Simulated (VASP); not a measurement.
PbO2, 6 atoms in the cell. Symmetry: P4_2/mnm, No. 136, tetragonal system. Conventional cell: a = 4.983 Å, b = 4.983 Å, c = 3.408 Å, α = 90.00°, β = 90.00°, γ = 90.00°. Within 2.9 Å of Pb (site symmetry mmm) lie 6 O at 2.16 to 2.18 Å. Within 2.9 Å of O (site symmetry m2m) lie 3 Pb at 2.16 to 2.18 Å and 1 O at 2.72 Å. 

- Program: VASP 6.6.1
- Task: single point
- Functional: r2SCAN
- Potentials or basis: VASP PAW PBE potentials, release 64 (Pb_d, O)
- Cutoff: 520 eV
- k mesh: 4 × 4 × 6
- Occupations: fermi-dirac, width 0.02 eV
- Spin: no spin polarisation
- Dipole correction: no
- Further INCAR settings: ALGO = Normal; EDIFF = 1e-06; NBANDS = 35

Potentials or basis: VASP PAW PBE potentials, release 64 (Pb_d, O).

Launch:

```sh
$ cat potpaw_PBE.64/Pb_d/POTCAR potpaw_PBE.64/O/POTCAR > POTCAR
$ cp INCAR.step1 INCAR
$ mpirun -np 1 vasp_std > vasp.out
$ cp INCAR.step2 INCAR
$ mpirun -np 1 vasp_std > vasp.out
```

Hardware: 1 thread of Intel(R) Xeon(R) 6975P-C (Granite Rapids) (shared host).

Task: How long does it take, and how much memory?

Result: Wall time 2.2 min on 1 thread of Intel(R) Xeon(R) 6975P-C (Granite Rapids), with other jobs on the host, peak memory 0.23 GiB. Counts: k points 24.
